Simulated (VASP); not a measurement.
TiAl3, 8 atoms in the cell. Symmetry: I4/mmm, No. 139, tetragonal system. The conventional cell has a = 3.899 Å, b = 3.899 Å, c = 16.662 Å, α = 90.00°, β = 90.00°, γ = 90.00°. Within 3.6 Å of Ti (site symmetry 4mm) lie 12 Al at 2.76 to 2.93 Å. Within 3.6 Å of Al (site symmetry mmm) lie 8 Al at 2.76 to 2.85 Å and 4 Ti at 2.78 Å. Al (site symmetry -4m2) has 8 Al at 2.76 to 2.85 Å and 4 Ti at 2.93 Å within 3.6 Å. Al (site symmetry 4mm) has 4 Ti at 2.76 Å and 8 Al at 2.85 Å within 3.6 Å. 

| Property | Result |
| --- | --- |
| Program | VASP 6.6.1 |
| Task | single point |
| Functional | PBE |
| Potentials or basis | VASP PAW PBE potentials, release 64 (Ti_sv, Al) |
| Cutoff | 550 eV |
| k mesh | 6 × 6 × 6 |
| Occupations | gaussian, width 0.2 eV |
| Spin | no spin polarisation |
| Dipole correction | no |
| Second try | not_converged |
| Further INCAR settings | ALGO = All; EDIFF = 1e-06; NBANDS = 31 |

Potentials or basis: VASP PAW PBE potentials, release 64 (Ti_sv, Al).

Launch:

```sh
$ cat potpaw_PBE.64/Ti_sv/POTCAR potpaw_PBE.64/Al/POTCAR > POTCAR
$ mpirun -np 4 vasp_std > vasp.out
```

Hardware: 4 MPI ranks on Intel(R) Xeon(R) Platinum 8259CL CPU @ 2.50GHz (Skylake/Cascade Lake), on a shared host.

Q: Estimate the wall time of this run.

A: It took 2.4 min on 4 MPI ranks on Intel(R) Xeon(R) Platinum 8259CL CPU @ 2.50GHz (Skylake/Cascade Lake), on a shared host, peak memory 0.38 GiB a rank. Counts: scf iterations 26, k points 30.
